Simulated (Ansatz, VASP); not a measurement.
# One calculation of BaTiO3, two programs

```
CELL_PARAMETERS angstrom
4.14899 0.00000 0.00000
0.00000 4.14899 0.00000
0.00000 0.00000 4.14899
ATOMIC_POSITIONS crystal
Ba 0.50000 0.50000 0.50000
Ti 0.00000 0.00000 0.00000
O 0.50000 0.00000 0.00000
O 0.00000 0.50000 0.00000
O 0.00000 0.00000 0.50000
```

Alike in both runs: task single point; functional PBE; k mesh 8 × 8 × 8; occupations gaussian, width 0.02 eV; no spin polarisation.

|  | VASP | Ansatz |
| --- | --- | --- |
| version | VASP 6.6.1 | Ansatz 0.2.0 |
| potentials or method | VASP PAW PBE potentials, release 64 (Ba_sv, Ti_sv, O), cutoff 520 eV | scalar-relativistic, plane waves, PAW |
| valence electrons in the cell | 40 | 40 |

Ansatz gave:

| Property | Result |
| --- | --- |
| gap on the k mesh at the Fermi level (eV) | 1.58 |
| least direct gap on the mesh (eV) | 1.77 |
| pressure (GPa) | -12.5 |

What did VASP give for the same quantities?

gap on the k mesh at the Fermi level (eV): 1.53; least direct gap on the mesh (eV): 1.75; pressure (GPa): -11.3.

Neither program's run includes spin-orbit coupling.
